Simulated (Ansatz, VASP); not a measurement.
Given: the input of a run of Ansatz 0.2.0 on Fe.

input.yaml

```yaml
crystal:
  lattice:
    - [2.31119, 0.0, 0.0]
    - [0.0, 2.31119, 0.0]
    - [0.0, 0.0, 23.8]
  atoms:
    - { symbol: Fe, position: [0.0, 0.0, 0.29412], spin: 3.0 }
kpoints:
  mp_grid: { grid: [11, 11, 1] }
scf:
  occupations: { method: fermi_dirac, width: 0.05 }
hamiltonian:
  xc: pbesol
  pseudopotentials: { kind: all_electron, lapw: { basis_error: 0.002 } }
magnetization:
  spin_polarized: true
output:
  forces: true
  stress: true
  eigenvalues: true
```

Potentials or basis: all-electron LAPW, scalar-relativistic.

Launch:

```sh
$ ansatz run input.yaml --threads 2 --pin off --max-ram 8192MiB --backend cpu --events-out ev --progress --plain --runs-dir out
```

Problem. Translate it to VASP 6.6.1. Potentials there: VASP PAW PBE potentials, release 64 (Fe).

Solution. As run (the cutoff follows the program's own potentials):

File INCAR:

```
SYSTEM = Fe
PREC     = Accurate       ! precision mode
ENCUT    = 520            ! plane-wave cutoff, eV
EDIFF    = 1E-6           ! SCF threshold, eV
ISMEAR   = -1             ! smearing method
SIGMA    = 0.05           ! smearing width, eV
LREAL    = .FALSE.        ! projectors in reciprocal space
LASPH    = .TRUE.         ! aspherical terms in the spheres
NELM     = 150            ! most SCF steps
ALGO     = Normal         ! electronic algorithm
ISIF     = 2              ! what is computed and relaxed
LWAVE    = .FALSE.        ! write WAVECAR
LCHARG   = .FALSE.        ! write CHGCAR
ISPIN    = 2              ! spin polarisation
MAGMOM   = 3              ! initial moments
LORBIT   = 11             ! projections on sites
LMAXMIX  = 4              ! l up to which the mixer works
GGA      = PS             ! functional
NBANDS   = 14             ! bands
```

The input KPOINTS:

```
regular mesh
0
G
  11 11 1
  0 0 0
```

POSCAR

```
Fe
1.0
    2.3111900000      0.0000000000      0.0000000000
    0.0000000000      2.3111900000      0.0000000000
    0.0000000000      0.0000000000     23.8000000000
Fe
1
Direct
    0.0000000000      0.0000000000      0.2941200000
```

Potentials or basis: VASP PAW PBE potentials, release 64 (Fe).

Run with:

```console
$ cat potpaw_PBE.64/Fe/POTCAR > POTCAR
$ mpirun -np 1 vasp_std > vasp.out
```

Both were run:

|  | VASP | Ansatz | Ansatz less VASP |
| --- | --- | --- | --- |
| gap on the k mesh at the Fermi level (eV) | none | none | - |
| net moment per atom (μB) | 2.74 | 2.75 | +0.003 |
| size of the moment on the site where the two differ most (μB) | 2.67 | 2.68 | +0.007 |

VASP's potentials were made for PBE, not for PBEsol. Site moments also hang on the region over which each program counts them. A gap of «none» marks a metal or a gap that the smearing closes. Ansatz ran all-electron here, and VASP with PAW potentials.
